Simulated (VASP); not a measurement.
# La3Tl: single point with LDA

Crystal: La3Tl.

```
La Tl
1.0
     5.04308    0.00000    0.00000
     0.00000    5.04308    0.00000
     0.00000    0.00000    5.04308
La Tl
3 1
Direct
  0.00000 0.50000 0.50000
  0.50000 0.00000 0.50000
  0.50000 0.50000 0.00000
  0.00000 0.00000 0.00000
```

This cell differs from its parent crystal: volume scaled by 0.99.

* Program: VASP 6.6.1
* Task: single point
* Functional: LDA
* Potentials or basis: VASP PAW LDA potentials, release 64 (La, Tl_d)
* Cutoff: 520 eV
* k mesh: 8 × 8 × 8
* Occupations: fermi-dirac, width 0.08 eV
* Spin: no spin polarisation

```yaml
Pressure: -3.3 GPa
Band_gap_on_the_k_mesh: zero (band 23 reaches 8.50 eV, above the bottom of band 24 at 7.41 eV)
```

Levels at points of the mesh, in eV from the Fermi level:
```tsv
k point	band 21	band 22	band 23	band 24	band 25	band 26
(0.00, 0.00, 0.00)	-0.82	-0.82	-0.78	-0.78	0.79	0.79
(0.50, 0.00, 0.00)	-0.74	-0.74	-0.62	0.70	1.04	1.07
(0.50, 0.50, 0.00)	-1.35	-0.08	-0.08	0.27	0.64	1.01
(0.50, 0.50, 0.50)	-1.06	0.31	0.31	0.31	1.15	1.35
```

Wall time 78 s on 1 thread of Intel(R) Xeon(R) 6975P-C (Granite Rapids) (shared host), peak memory 0.28 GiB.

Caveat: spin-orbit coupling is left out, which moves the levels of the heavy elements.
